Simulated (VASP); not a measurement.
B, 4 atoms in the cell. Symmetry: P6_3/mmc, No. 194, hexagonal system. The conventional cell has a = 1.661 Å, b = 1.661 Å, c = 15.108 Å, α = 90.00°, β = 90.00°, γ = 120.00°. B (site symmetry -3m) has 6 B at 1.66 Å within 2.2 Å. B (site symmetry -6m2) has 6 B at 1.66 Å within 2.2 Å.  This cell differs from its parent crystal: volume scaled by 0.92.

- Program: VASP 6.6.1
- Task: single point
- Functional: r2SCAN
- Potentials or basis: VASP PAW PBE potentials, release 64 (B)
- Cutoff: 520 eV
- k mesh: 23 × 23 × 3
- Occupations: fermi-dirac, width 0.1 eV
- Spin: no spin polarisation
- Dipole correction: no
- Further INCAR settings: ALGO = Normal; EDIFF = 1e-06; NBANDS = 14

Potentials or basis: VASP PAW PBE potentials, release 64 (B).

Launch:

```bash
$ cat potpaw_PBE.64/B/POTCAR > POTCAR
$ cp INCAR.step1 INCAR
$ mpirun -np 1 vasp_std > vasp.out
$ cp INCAR.step2 INCAR
$ mpirun -np 1 vasp_std > vasp.out
```

Hardware: 1 thread of Intel(R) Xeon(R) 6975P-C (Granite Rapids), on a shared host.

Problem. How long does it take, and how much memory?

Solution. Run time: 57 s on 1 thread of Intel(R) Xeon(R) 6975P-C (Granite Rapids), on a shared host, peak memory 0.16 GiB. Counts: k points 112.
